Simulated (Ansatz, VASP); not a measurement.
# Ir4Rh: VASP beside Ansatz

```
Ir Rh
1.0
    -3.05265    3.05265    1.93025
     3.05265   -3.05265    1.93025
     3.05265    3.05265   -1.93025
Ir Rh
4 1
Cartesian
  1.8318 0.6043 1.9303
  1.2208 2.4484 0.0000
  -0.6043 1.8318 1.9303
  3.6570 1.2208 0.0000
  0.0000 0.0000 0.0000
```

Alike in both runs: functional PBE; k mesh 6 × 6 × 6; occupations gaussian, width 0.1 eV; no spin polarisation.

Ansatz relaxed the structure, and its values are those at the end. VASP's run is a single point on that final structure, the one shown.

|  | VASP | Ansatz |
| --- | --- | --- |
| version | VASP 6.6.1 | Ansatz 0.2.0 |
| potentials or method | VASP PAW PBE potentials, release 64 (Ir, Rh_pv), cutoff 520 eV | scalar-relativistic, plane waves, PAW |
| valence electrons in the cell | 51 | 85 |

|  | VASP | Ansatz | Ansatz less VASP |
| --- | --- | --- | --- |
| gap on the k mesh at the Fermi level (eV) | none | none | - |
| pressure (GPa) | 0.3 | -0.1 | -0.37 |
| rms of the force components (eV/Å) | 0.002 | 0.005 | +0.0028 |

A gap of «none» marks a metal or a gap that the smearing closes. VASP's potentials hold 51 valence electrons a cell and Ansatz's 85, so a difference there can come from the potentials and not from the codes.

Spin-orbit coupling is off throughout.
